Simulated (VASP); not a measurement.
Si12O23 (a cell with a defect), 35 atoms in the cell. The cell holds a defect, 35 atoms: a = 7.399 Å, b = 7.399 Å, c = 9.994 Å, α = 70.26°, β = 70.26°, γ = 71.59°. 

* Program: VASP 6.6.1
* Task: single point
* Functional: PBE
* Dispersion: D3(BJ)
* Potentials or basis: VASP PAW PBE potentials, release 64 (Si, O)
* Cutoff: 520 eV
* k mesh: 2 × 2 × 2
* Occupations: gaussian, width 0.02 eV
* Spin: no spin polarisation
* Dipole correction: no
* Charge: -2
* Further INCAR settings: LREAL = Auto; ALGO = Normal; EDIFF = 1e-06; NBANDS = 116; NELECT = 188.0

Potentials or basis: VASP PAW PBE potentials, release 64 (Si, O).

The run is started by

```console
$ cat potpaw_PBE.64/Si/POTCAR potpaw_PBE.64/O/POTCAR > POTCAR
$ mpirun -np 1 vasp_std > vasp.out
```

Hardware: 1 thread of Intel(R) Xeon(R) Platinum 8259CL CPU @ 2.50GHz (Skylake/Cascade Lake) (shared host).

How long does it take, and how much memory?

Wall time 13 min on 1 thread of Intel(R) Xeon(R) Platinum 8259CL CPU @ 2.50GHz (Skylake/Cascade Lake), with other jobs on the host, peak memory 0.66 GiB. Counts: scf iterations 17, k points 8.
